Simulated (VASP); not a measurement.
Wanted: the native input for a VASP 6.6.1 run.

```yaml
Task: single point
Functional: PBEsol
Potentials_or_basis: VASP PAW PBE potentials, release 64 (W_sv, O)
Cutoff: 520 eV
k_mesh: 8 × 8 × 8
Occupations: gaussian, width 0.15 eV
Spin: no spin polarisation
Dipole_correction: no
Further_INCAR_settings: ALGO = Normal; EDIFF = 1e-06; NBANDS = 58
```

The structure of W3O lies in POSCAR:

```
W3O
1.0
    4.8313496810      0.0000000000      0.0000000000
    0.0000000000      4.8313496810      0.0000000000
    0.0000000000      0.0000000000      4.8313496810
W O
6 2
Direct
    0.5000000000      0.7577618062      0.0000000000
    0.0000000000      0.5077618062      0.7500000000
    0.2500000000      0.0077618062      0.5000000000
    0.5000000000      0.2577618062      0.0000000000
    0.0000000000      0.5077618062      0.2500000000
    0.7500000000      0.0077618062      0.5000000000
    0.5000000000      0.5000000000      0.5000000000
    0.0000000000      0.0000000000      0.0000000000
```

This cell differs from its parent crystal: all W atoms moved +0.037 Å, as atom 1 along Cartesian [0 1 0].

These files were run (other wordings do the same):

INCAR

```
SYSTEM = W3O
PREC = Accurate
ENCUT = 520
EDIFF = 1E-6
ISMEAR = 0
SIGMA = 0.15
LREAL = .False.
LASPH = .True.
NELM = 80
ALGO = Normal
ISIF = 2
LWAVE = .False.
LCHARG = .False.
GGA = PS
NBANDS = 58
```

KPOINTS

```
regular mesh
0
Gamma
  8 8 8
  0 0 0
```

Potentials or basis: VASP PAW PBE potentials, release 64 (W_sv, O).

The run is started by

```console
$ cat potpaw_PBE.64/W_sv/POTCAR potpaw_PBE.64/O/POTCAR > POTCAR
$ mpirun -np 1 vasp_std > vasp.out
```

It gave:

The pressure is 1.0 GPa. The largest force is 0.162 eV/Å. The band gap on the k mesh is zero (bands 48 and 49 overlap by 0.95 eV).

Caveat: the cell differs from its parent crystal (all W atoms moved +0.037 Å, as atom 1 along Cartesian [0 1 0]); the PAW data sets were made with another functional, which shifts forces and pressure a little; spin-orbit coupling is left out, which moves the levels of the heavy elements.

Wall time 4.6 min on 1 thread of AMD EPYC 9R45 96-Core Processor (Zen 5), on a shared host, peak memory 0.41 GiB.
